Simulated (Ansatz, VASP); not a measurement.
## One calculation of SnSe2, two programs

The input INCAR:

```
  PREC = Accurate
  ENCUT = 520
  EDIFF = 1E-6
  ISMEAR = 0
  SIGMA = 0.03
  LREAL = F
  LASPH = T
  NELM = 80
  ALGO = Normal
  ISIF = 2
  LWAVE = F
  LCHARG = T
  GGA = PE
  IVDW = 12
  LELF = T
  LVHAR = T
  NBANDS = 20
```

KPOINTS

```
regular mesh
0
Gamma
  12 12 6
```

POSCAR

```
SnSe2
1.0
    3.6470961658      0.0000000000      0.0000000000
   -1.8235480829      3.1584779297      0.0000000000
    0.0000000000      0.0000000000      6.3122126660
Sn Se
1 2
Direct
    0.0000000000      0.0000000000      0.0000000000
    0.3333333333      0.6666666667      0.2651529960
    0.6666666667      0.3333333333      0.7348470040
```

Input for Ansatz:

```yaml
crystal:
  lattice:
    - [3.6470961658, 0.0, 0.0]
    - [-1.8235480829, 3.1584779297, 0.0]
    - [0.0, 0.0, 6.312212666]
  atoms:
    - { symbol: Sn, position: [0.0, 0.0, 0.0] }
    - { symbol: Se, position: [0.3333333333, 0.6666666667, 0.265152996] }
    - { symbol: Se, position: [0.6666666667, 0.3333333333, 0.734847004] }
basis:
  ecutwfc: 420
kpoints:
  mp_grid: { grid: [12, 12, 6] }
hamiltonian:
  xc: pbe
  dispersion: d3bj
scf:
  occupations: { method: gaussian, width: 0.03 }
output:
  forces: true
  stress: true
  eigenvalues: true
```

Change from the starting cell: strain -0.050 along x and y, +0.050 along z, atoms carried along.

Alike in both runs: task single point; functional PBE; dispersion D3(BJ); k mesh 12 × 12 × 6; occupations gaussian, width 0.03 eV; no spin polarisation.

|  | VASP | Ansatz |
| --- | --- | --- |
| version | VASP 6.6.1 | Ansatz 0.2.0 |
| potentials or method | VASP PAW PBE potentials, release 64 (Sn_d, Se), cutoff 520 eV | scalar-relativistic, plane waves, PAW |
| valence electrons in the cell | 26 | 46 |

Ansatz gave:

```
gap on the k mesh at the Fermi level (eV)                     : 0.16
least direct gap on the mesh (eV)                             : 0.96
pressure (GPa)                                                : 4.0
traceless stress, the component that is largest in VASP (GPa) : -5.40
rms of the force components (eV/Å)                            : 0.083
```

Question: Which values does VASP return?

Answer: gap on the k mesh at the Fermi level (eV): 0.15; least direct gap on the mesh (eV): 0.96; pressure (GPa): 4.1; traceless stress, the component that is largest in VASP (GPa): -5.37; rms of the force components (eV/Å): 0.075.

Atom by atom the forces differ by 0.008 eV/Å (rms over components). VASP's potentials hold 26 valence electrons a cell and Ansatz's 46, so a difference there can come from the potentials and not from the codes.
